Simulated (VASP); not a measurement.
## Cd4S: single point with PBE

Cd4S:

```
CELL_PARAMETERS angstrom
4.91096 0.00000 0.00000
-2.45548 4.25301 0.00000
0.00000 0.00000 4.22060
ATOMIC_POSITIONS crystal
Cd 0.33333 0.66667 0.00000
Cd 0.66667 0.33333 0.00000
Cd 0.33333 0.66667 0.50000
Cd 0.66667 0.33333 0.50000
S 0.00000 0.00000 0.00000
```

The cell was built from a structure type or drawn by symmetry, and may not be a known phase.

```
Program             : VASP 6.6.1
Task                : single point
Functional          : PBE
Potentials or basis : VASP PAW PBE potentials, release 64 (Cd, S)
Cutoff              : 520 eV
k mesh              : 6 × 6 × 4
Occupations         : gaussian, width 0.1 eV
Spin                : no spin polarisation
```

```
Pressure               : 77.6 GPa
Band gap on the k mesh : zero (bands 27 and 28 overlap by 1.73 eV)
```

Stress tensor (GPa, compression positive):
```
 21.84   0.00   0.00
  0.00  21.84   0.00
  0.00   0.00 189.05
```

Levels at points of the mesh, in eV from the Fermi level:
```csv
k point,band 25,band 26,band 27,band 28,band 29,band 30
"(0.00, 0.00, 0.00)",-3.27,-1.56,-1.56,-0.58,1.06,2.66
"(0.50, 0.00, 0.00)",-2.28,-0.81,0.12,1.06,1.63,2.51
"(0.00, 0.00, 0.50)",-2.97,-1.66,0.91,1.09,1.25,1.25
"(0.50, 0.00, 0.50)",-4.17,-3.24,-1.77,0.47,0.69,4.68
```

It took 27 s on 1 thread of Intel(R) Xeon(R) 6975P-C (Granite Rapids) (shared host), peak memory 0.23 GiB.

Caveat: the k points lie up to 0.37 Å⁻¹ apart, too coarse for converged energies and pressures of a metal.
